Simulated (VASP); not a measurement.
# Ca8S in VASP: further runs

Ca8S is run at these levels: PBE; tasks: single point.

All numbers are computed with VASP 6.6.1; they aren't measurements. Logs are shortened: lines on timing, memory, paths and dates and some standing lists are left out, and cuts for length are marked.

### Step 1. The cell of the first run

The cell holds a slab with vacuum, 9 atoms: a = 7.813 Å, b = 7.813 Å, c = 18.498 Å, α = 90.00°, β = 90.00°, γ = 120.00°.

### Step 2. Single point, PBE

Contents of INCAR:

```
PREC = Accurate
ENCUT = 520
EDIFF = 1E-6
ISMEAR = 0
SIGMA = 0.1
LREAL = False
LASPH = True
NELM = 80
ALGO = Normal
ISIF = 2
LWAVE = False
LCHARG = False
LDIPOL = True
IDIPOL = 3
DIPOL = 0.5 0.5 0.321
GGA = PE
NBANDS = 53
```

Contents of KPOINTS:

```
regular mesh
0
Gamma
  6 6 1
```

Contents of POSCAR:

```
Ca8S
1.0
    7.8132359333      0.0000000000      0.0000000000
   -3.9066179666      6.7664608040      0.0000000000
    0.0000000000      0.0000000000     18.4977494667
Ca S
8 1
Direct
    0.3333333333      0.1666666667      0.2162425222
    0.3333333333      0.6666666667      0.2162425222
    0.8333333333      0.1666666667      0.2162425222
    0.8333333333      0.6666666667      0.2162425222
    0.1666666667      0.3333333333      0.3783027486
    0.1666666667      0.8333333333      0.3783027486
    0.6666666667      0.3333333333      0.3783027486
    0.6666666667      0.8333333333      0.3783027486
    0.1666666667      0.3333333333      0.5088317693
```

Potentials or basis: VASP PAW PBE potentials, release 64 (Ca_sv, S).

Command:

```bash
cat potpaw_PBE.64/Ca_sv/POTCAR potpaw_PBE.64/S/POTCAR > POTCAR
mpirun -np 1 vasp_std > vasp.out
```

OUTCAR:

```text
PREC = Accurate
   ENCUT = 520
   EDIFF = 1E-6
   ISMEAR = 0
   LREAL = False
   LASPH = True
   NELM = 80
   ISIF = 2
   GGA = PE

 ion  position               nearest neighbor table
   1  0.333  0.167  0.216-
   2  0.333  0.667  0.216-
   3  0.833  0.167  0.216-
   4  0.833  0.667  0.216-
   5  0.167  0.333  0.378-   9 2.41
   6  0.167  0.833  0.378-
   7  0.667  0.333  0.378-
   8  0.667  0.833  0.378-
   9  0.167  0.333  0.509-   5 2.41

  LATTYP: Found a hexagonal cell.
 ALAT       =     7.8132359333
 C/A-ratio  =     2.3674889156

  Lattice vectors:

 A1 = (   7.8132359333,   0.0000000000,   0.0000000000)
 A2 = (  -3.9066179666,   6.7664608040,   0.0000000000)
 A3 = (   0.0000000000,   0.0000000000,  18.4977494667)

Analysis of symmetry for initial positions (statically):
=====================================================================
 Subroutine PRICEL returns:
 Original cell was already a primitive cell.

 Routine SETGRP: Setting up the symmetry group for a
 hexagonal supercell.

 Subroutine GETGRP returns: Found  6 space group operations
 (whereof  2 operations were pure point group operations)
 out of a pool of 24 trial point group operations.

The static configuration has the point symmetry C_1h.
 The point group associated with its full space group is C_3v.

Analysis of symmetry for dynamics (positions and initial velocities):
=====================================================================
 Subroutine PRICEL returns:
 Original cell was already a primitive cell.

 Routine SETGRP: Setting up the symmetry group for a
 hexagonal supercell.

 Subroutine GETGRP returns: Found  6 space group operations
 (whereof  2 operations were pure point group operations)
 out of a pool of 24 trial point group operations.

The dynamic configuration has the point symmetry C_1h.
 The point group associated with its full space group is C_3v.

 Subroutine INISYM returns: Found  6 space group operations
 (whereof  2 operations are pure point group operations),
 and found     1 'primitive' translations

----------------------------------------------------------------------------------------

                                     Primitive cell

  volume of cell :     977.9382

  direct lattice vectors                    reciprocal lattice vectors
     7.813235933  0.000000000  0.000000000     0.127987944  0.073893874  0.000000000
    -3.906617967  6.766460804  0.000000000     0.000000000  0.147787747  0.000000000
     0.000000000  0.000000000 18.497749467     0.000000000  0.000000000  0.054060631

  length of vectors
     7.813235933  7.813235933 18.497749467     0.147787747  0.147787747  0.054060631

  position of ions in fractional coordinates (direct lattice)
     0.333333333  0.166666667  0.216242522
     0.333333333  0.666666667  0.216242522
     0.833333333  0.166666667  0.216242522
     0.833333333  0.666666667  0.216242522
     0.166666667  0.333333333  0.378302749
     0.166666667  0.833333333  0.378302749
     0.666666667  0.333333333  0.378302749
     0.666666667  0.833333333  0.378302749
     0.166666667  0.333333333  0.508831769

  ion indices of the primitive-cell ions
   primitive index   ion index
                 1           1
                 2           2
                 3           3
                 4           4
                 5           5
                 6           6
                 7           7
                 8           8
                 9           9

----------------------------------------------------------------------------------------

 KPOINTS: regular mesh

Automatic generation of k-mesh.
 Grid dimensions read from file:
 generate k-points for:    6    6    1

 Generating k-lattice:

  Cartesian coordinates                     Fractional coordinates (reciprocal lattice)
     0.021331324  0.012315646  0.000000000     0.166666667  0.000000000  0.000000000
     0.000000000  0.024631291  0.000000000     0.000000000  0.166666667  0.000000000
     0.000000000  0.000000000  0.054060631     0.000000000  0.000000000  1.000000000

  Length of vectors
     0.024631291  0.024631291  0.054060631

  Shift w.r.t. Gamma in fractional coordinates (k-lattice)
     0.000000000  0.000000000  0.000000000

 Subroutine IBZKPT returns following result:
 ===========================================

 Found      7 irreducible k-points:

 Following reciprocal coordinates:
            Coordinates               Weight
  0.000000  0.000000  0.000000      1.000000
  0.166667 -0.000000  0.000000      6.000000
  0.333333 -0.000000  0.000000      6.000000
  0.500000  0.000000  0.000000      3.000000
  0.166667  0.166667  0.000000      6.000000
  0.333333  0.166667  0.000000     12.000000
  0.333333  0.333333  0.000000      2.000000
   k-points           NKPTS =      7   k-points in BZ     NKDIM =      7   number of bands    NBANDS=     53
   number of dos      NEDOS =    301   number of ions     NIONS =      9
   total plane-waves  NPLWV = 504000
   dimension x,y,z NGX =    60 NGY =   60 NGZ =  140
   dimension x,y,z NGXF=   120 NGYF=  120 NGZF=  280
   ions per type =               8   1
   NGX,Y,Z   is equivalent  to a cutoff of  12.77, 12.77, 12.58 a.u.
   NGXF,Y,Z  is equivalent  to a cutoff of  25.53, 25.53, 25.16 a.u.
 SYSTEM =  unknown system
   PREC   = accura    normal or accurate (medium, high low for compatibility)
   ISTART =      0    job   : 0-new  1-cont  2-samecut
   ICHARG =      2    charge: 1-file 2-atom 10-const
   ISPIN  =      1    spin polarized calculation?
   LNONCOLLINEAR =      F non collinear calculations
   LSORBIT =      F    spin-orbit coupling
   LASPH  =      T    aspherical Exc in radial PAW
   ENCUT  =  520.0 eV  38.22 Ry    6.18 a.u.  14.53 14.53 34.39*2*pi/ulx,y,z
   NELM   =     80;   NELMIN=  2; NELMDL= -5     # of ELM steps
   EDIFF  = 0.1E-05   stopping-criterion for ELM
   LREAL  =      F    real-space projection
   EDIFFG = 0.1E-04   stopping-criterion for IOM
   NSW    =      0    number of steps for IOM
   IBRION =     -1    ionic relax: 0-MD 1-quasi-New 2-CG
   NFREE  =      0    steps in history (QN), initial steepest desc. (CG)
   ISIF   =      2    stress and relaxation
   ISYM   =      2    0-nonsym 1-usesym 2-fastsym
   POTIM  = 0.5000    time-step for ionic-motion
   TEBEG  =    0.0;   TEEND  =   0.0 temperature during run
   PSTRESS=    0.0 pullay stress
   NELECT =      86.0000    total number of electrons
   NUPDOWN=      -1.0000    fix difference up-down
   EMIN   =  10.00;   EMAX   =-10.00  energy-range for DOS
   EFERMI =   0.00;   METHOD = LEGACY
   ISMEAR =     0;   SIGMA  =   0.10  broadening in eV -4-tet -1-fermi 0-gaus
   EFERMI_NEDOS =   21; number of points for ismear=-14 and -15
   IALGO  =     38    algorithm
   IMIX   =      4    mixing-type and parameters
     AMIX     =   0.40;   BMIX     =  1.00
     AMIX_MAG =   1.60;   BMIX_MAG =  1.00
  volume/ion in A,a.u.               =     108.66       733.27
  Fermi-wavevector in a.u.,A,eV,Ry     =   0.728010  1.375739  7.211063  0.529998
  Thomas-Fermi vector in A             =   1.819376
   LORBIT       =      0    0 simple, 1 ext, 2 COOP (PROOUT), +10 PAW based schemes
   GGA     = PE    functional components
   LHFCALC =     F    Hartree Fock is set to
   AEXX    =    0.0000 exact exchange contribution
   IVDW    =     0    specifies the selected vdW correction
   LEPSILON=     F    determine dielectric tensor
   LRPA    =     F    only Hartree local field effects (RPA)
 non-spin polarized calculation
 Gauss-broadening in eV      SIGMA  =   0.10
  energy-cutoff  :      520.00
  volume of cell :      977.94
 maximum number of plane-waves:     26463
 NGX is ok and might be reduce to    60
   NGX = 29   NGY = 29   NGZ = 69

 number of electron      85.9999985 magnetization

 dipolmoment           0.000000      0.000000      0.669863 electrons x Angstroem

 Free energy of the ion-electron system (eV)
  ---------------------------------------------------
  ext. energy  EPLUGINS =         0.00000000
  ---------------------------------------------------
  free energy    TOTEN  =       -17.50770242 eV

  energy without entropy =      -17.46430221  energy(sigma->0) =      -17.48600231

 E-fermi :  -1.6801     XC(G=0):  -3.6554

 val. band max:       -1.6881414527   @ k =   0.1667   0.1667   0.0000
 cond. band min:      -1.5991044828   @ k =   0.3333   0.1667   0.0000
 fundamental gap:      0.0890369699
 Fermi energy:        -1.6800985865

 k-point     1 :       0.0000    0.0000    0.0000
  band No.  band energies     occupation
      1     -44.1585      2.00000
      2     -44.1517      2.00000
      3     -44.1517      2.00000
      4     -44.0030      2.00000
      5     -43.9962      2.00000
      6     -43.9962      2.00000
[... 45 lines left out ...]
     52      -0.7438      0.00000
     53      -0.3502      0.00000

 k-point     2 :       0.1667   -0.0000    0.0000
  band No.  band energies     occupation
      1     -44.1581      2.00000
      2     -44.1521      2.00000
      3     -44.1517      2.00000
      4     -44.0026      2.00000
      5     -43.9966      2.00000
      6     -43.9962      2.00000
[... 45 lines left out ...]
     52      -0.7491      0.00000
     53      -0.3424      0.00000
[... 222 lines left out ...]
     52      -0.6659      0.00000
     53      -0.4287      0.00000

 k-point     7 :       0.3333    0.3333    0.0000
  band No.  band energies     occupation
      1     -44.1551      2.00000
      2     -44.1551      2.00000
      3     -44.1517      2.00000
      4     -43.9996      2.00000
      5     -43.9995      2.00000
      6     -43.9962      2.00000
[... 45 lines left out ...]
     52      -0.6170      0.00000
     53      -0.5422      0.00000

------------------------ aborting loop because EDIFF is reached ----------------------------------------

 vacuum level on the upper side and lower side of the slab       (xc-potential included)         0.955        -1.295

  FORCE on cell =-STRESS in cart. coord.  units (eV):
  Direction    XX          YY          ZZ          XY          YZ          ZX
  --------------------------------------------------------------------------------------
  -------------------------------------------------------------------------------------
  Total       -0.7723011     -0.7723011      1.3371192     -0.0000000      0.0000000      0.0000000
  in kB       -1.2652776     -1.2652776      2.1906314     -0.0000000      0.0000000      0.0000000
  external PRESSURE =      -0.1133079 kB  Pullay stress =       0.0000000 kB

 VOLUME and BASIS-vectors are now :
 -----------------------------------------------------------------------------
  energy-cutoff  :      520.00
  volume of cell :      977.94
      direct lattice vectors                 reciprocal lattice vectors
     7.813235933  0.000000000  0.000000000     0.127987944  0.073893874  0.000000000
    -3.906617967  6.766460804  0.000000000     0.000000000  0.147787747  0.000000000
     0.000000000  0.000000000 18.497749467     0.000000000  0.000000000  0.054060631

 POSITION                                       TOTAL-FORCE (eV/Angst)
 -----------------------------------------------------------------------------------
      1.95331      1.12774      4.00000         0.028814     -0.016636     -0.136962
     -0.00000      4.51097      4.00000         0.000000      0.033272     -0.136962
      5.85993      1.12774      4.00000        -0.028814     -0.016636     -0.136962
      3.90662      4.51097      4.00000        -0.000000      0.000000     -0.013400
      0.00000      2.25549      6.99775        -0.000000      0.000000     -0.716766
     -1.95331      5.63872      6.99775        -0.033638     -0.019421      0.367327
      3.90662      2.25549      6.99775         0.000000      0.038841      0.367327
      1.95331      5.63872      6.99775         0.033638     -0.019421      0.367327
      0.00000      2.25549      9.41224        -0.000000      0.000000      0.039072
 -----------------------------------------------------------------------------------
    total drift:                                0.000002     -0.000001     -0.000639

  FREE ENERGIE OF THE ION-ELECTRON SYSTEM (eV)
  ---------------------------------------------------
  free  energy   TOTEN  =       -17.5077024231 eV

  energy  without entropy=      -17.4643022069  energy(sigma->0) =      -17.48600231

 vacuum level on the upper side and lower side of the slab         3.384         1.058
```

Wall time 10 min (1 thread of Intel Xeon 6975P-C (Granite Rapids), shared host); peak memory 1.1 GiB.

Results:

```yaml
Free_energy: -17.5077 eV
Largest_force: 0.717 eV/Å
Band_gap_on_the_k_mesh: zero (bands 43 and 44 overlap by 0.43 eV)
```

Forces in eV/Å, atoms in the order of the input:
```
Ca   0.029 -0.017 -0.137
Ca   0.000  0.033 -0.137
Ca  -0.029 -0.017 -0.137
Ca   0.000  0.000 -0.013
Ca   0.000  0.000 -0.717
Ca  -0.034 -0.019  0.367
Ca   0.000  0.039  0.367
Ca   0.034 -0.019  0.367
S    0.000  0.000  0.039
```

### Step 3. Single point, PBE

Contents of INCAR:

```
PREC = Accurate
ENCUT = 520
EDIFF = 1E-6
ISMEAR = 0
SIGMA = 0.1
LREAL = F
LASPH = T
NELM = 60
ALGO = Normal
ISIF = 2
LWAVE = F
LCHARG = F
LDIPOL = T
IDIPOL = 3
DIPOL = 0.5 0.5 0.315
GGA = PE
NBANDS = 53
```

Contents of KPOINTS:

```
Automatic mesh
0
Gamma
  6 6 1
```

Changes to POSCAR since step 2:

```diff
@@ -16,2 +16,2 @@
     0.6666666667      0.8333333333      0.3783027486
-    0.1666666667      0.3333333333      0.5088317693
+    0.5000000000      0.5000000000      0.4542579262
```

Potentials or basis: VASP PAW PBE potentials, release 64 (Ca_sv, S).

Command:

```bash
cat potpaw_PBE.64/Ca_sv/POTCAR potpaw_PBE.64/S/POTCAR > POTCAR
mpirun -np 1 vasp_std > vasp.out
```

OUTCAR:

```text
PREC = Accurate
   ENCUT = 520
   EDIFF = 1E-6
   ISMEAR = 0
   LREAL = F
   LASPH = T
   NELM = 60
   ISIF = 2
   GGA = PE

 ion  position               nearest neighbor table
   1  0.333  0.167  0.216-
   2  0.333  0.667  0.216-
   3  0.833  0.167  0.216-
   4  0.833  0.667  0.216-
   5  0.167  0.333  0.378-   9 2.66
   6  0.167  0.833  0.378-
   7  0.667  0.333  0.378-   9 2.66
   8  0.667  0.833  0.378-   9 2.66
   9  0.500  0.500  0.454-   8 2.66   5 2.66   7 2.66

  LATTYP: Found a hexagonal cell.
 ALAT       =     7.8132359333
 C/A-ratio  =     2.3674889156

  Lattice vectors:

 A1 = (   7.8132359333,   0.0000000000,   0.0000000000)
 A2 = (  -3.9066179666,   6.7664608040,   0.0000000000)
 A3 = (   0.0000000000,   0.0000000000,  18.4977494667)

Analysis of symmetry for initial positions (statically):
=====================================================================
 Subroutine PRICEL returns:
 Original cell was already a primitive cell.

 Routine SETGRP: Setting up the symmetry group for a
 hexagonal supercell.

 Subroutine GETGRP returns: Found  6 space group operations
 (whereof  2 operations were pure point group operations)
 out of a pool of 24 trial point group operations.

The static configuration has the point symmetry C_1h.
 The point group associated with its full space group is C_3v.

Analysis of symmetry for dynamics (positions and initial velocities):
=====================================================================
 Subroutine PRICEL returns:
 Original cell was already a primitive cell.

 Routine SETGRP: Setting up the symmetry group for a
 hexagonal supercell.

 Subroutine GETGRP returns: Found  6 space group operations
[... 126 lines left out ...]
   LHFCALC =     F    Hartree Fock is set to
   AEXX    =    0.0000 exact exchange contribution
   IVDW    =     0    specifies the selected vdW correction
   LEPSILON=     F    determine dielectric tensor
   LRPA    =     F    only Hartree local field effects (RPA)
 non-spin polarized calculation
 Gauss-broadening in eV      SIGMA  =   0.10
  energy-cutoff  :      520.00
  volume of cell :      977.94
 maximum number of plane-waves:     26463
 NGX is ok and might be reduce to    60
   NGX = 29   NGY = 29   NGZ = 69

 number of electron      85.9999986 magnetization

 dipolmoment           0.000000      0.000000      0.221759 electrons x Angstroem

 Free energy of the ion-electron system (eV)
  ---------------------------------------------------
  ext. energy  EPLUGINS =         0.00000000
  ---------------------------------------------------
  free energy    TOTEN  =       -19.74858768 eV

  energy without entropy =      -19.71366556  energy(sigma->0) =      -19.73112662

 E-fermi :  -1.1014     XC(G=0):  -3.5635

 val. band max:       -1.1795369710   @ k =   0.1667  -0.0000   0.0000
 cond. band min:      -1.0841748795   @ k =   0.3333   0.3333   0.0000
 fundamental gap:      0.0953620915
 Fermi energy:        -1.1014047712

 k-point     1 :       0.0000    0.0000    0.0000
  band No.  band energies     occupation
      1     -43.7047      2.00000
      2     -43.4659      2.00000
      3     -43.4580      2.00000
      4     -43.4580      2.00000
      5     -43.4517      2.00000
      6     -42.8843      2.00000
[... 381 lines left out ...]
     52      -0.0861      0.00000
     53      -0.0535      0.00000

------------------------ aborting loop because EDIFF is reached ----------------------------------------

 vacuum level on the upper side and lower side of the slab       (xc-potential included)         0.269        -0.528

  FORCE on cell =-STRESS in cart. coord.  units (eV):
  Direction    XX          YY          ZZ          XY          YZ          ZX
  --------------------------------------------------------------------------------------
  -------------------------------------------------------------------------------------
  Total        1.2222088      1.2222088      1.7400750      0.0000000      0.0000000     -0.0000000
  in kB        2.0023711      2.0023711      2.8508025      0.0000000      0.0000000     -0.0000000
  external PRESSURE =       2.2851816 kB  Pullay stress =       0.0000000 kB

 VOLUME and BASIS-vectors are now :
 -----------------------------------------------------------------------------
  energy-cutoff  :      520.00
  volume of cell :      977.94
      direct lattice vectors                 reciprocal lattice vectors
     7.813235933  0.000000000  0.000000000     0.127987944  0.073893874  0.000000000
    -3.906617967  6.766460804  0.000000000     0.000000000  0.147787747  0.000000000
     0.000000000  0.000000000 18.497749467     0.000000000  0.000000000  0.054060631

 POSITION                                       TOTAL-FORCE (eV/Angst)
 -----------------------------------------------------------------------------------
      1.95331      1.12774      4.00000        -0.000000     -0.100417     -0.169649
     -0.00000      4.51097      4.00000        -0.086964      0.050208     -0.169649
      5.85993      1.12774      4.00000         0.000000      0.000000     -0.090628
      3.90662      4.51097      4.00000         0.086964      0.050208     -0.169649
      0.00000      2.25549      6.99775         0.195514      0.112880      0.203860
     -1.95331      5.63872      6.99775         0.000000      0.000000     -0.018555
      3.90662      2.25549      6.99775        -0.195514      0.112880      0.203860
      1.95331      5.63872      6.99775        -0.000000     -0.225760      0.203860
      1.95331      3.38323      8.40275         0.000000      0.000000      0.006548
 -----------------------------------------------------------------------------------
    total drift:                                0.000000     -0.000000     -0.000652

  FREE ENERGIE OF THE ION-ELECTRON SYSTEM (eV)
  ---------------------------------------------------
  free  energy   TOTEN  =       -19.7485876821 eV

  energy  without entropy=      -19.7136655639  energy(sigma->0) =      -19.73112662

 vacuum level on the upper side and lower side of the slab         2.349         1.525
```

stdout:

```text
POSCAR found type information on POSCAR CaS
 POSCAR found :  2 types and       9 ions
 scaLAPACK will be used
 LDA part: xc-table for (Slater+PW92), standard interpolation
 POSCAR, INCAR and KPOINTS ok, starting setup
 FFT: planning ... GRIDC
 FFT: planning ... GRID_SOFT
 FFT: planning ... GRID
 WAVECAR not read
 entering main loop
```

Run time: 8.8 min. Hardware: 1 thread of Intel Xeon 6975P-C (Granite Rapids), shared host; peak memory 1.1 GiB.

Results:

| Item | Value |
| --- | --- |
| Free energy | -19.7486 eV |
| Largest force | 0.304 eV/Å |
| Band gap on the k mesh | zero (bands 43 and 44 overlap by 0.51 eV) |

Forces in eV/Å, atoms in the order of the input:
```
Ca   0.000 -0.100 -0.170
Ca  -0.087  0.050 -0.170
Ca   0.000  0.000 -0.091
Ca   0.087  0.050 -0.170
Ca   0.196  0.113  0.204
Ca   0.000  0.000 -0.019
Ca  -0.196  0.113  0.204
Ca   0.000 -0.226  0.204
S    0.000  0.000  0.007
```

The gap in the log of VASP goes by the Fermi energy; the results here count the filled bands.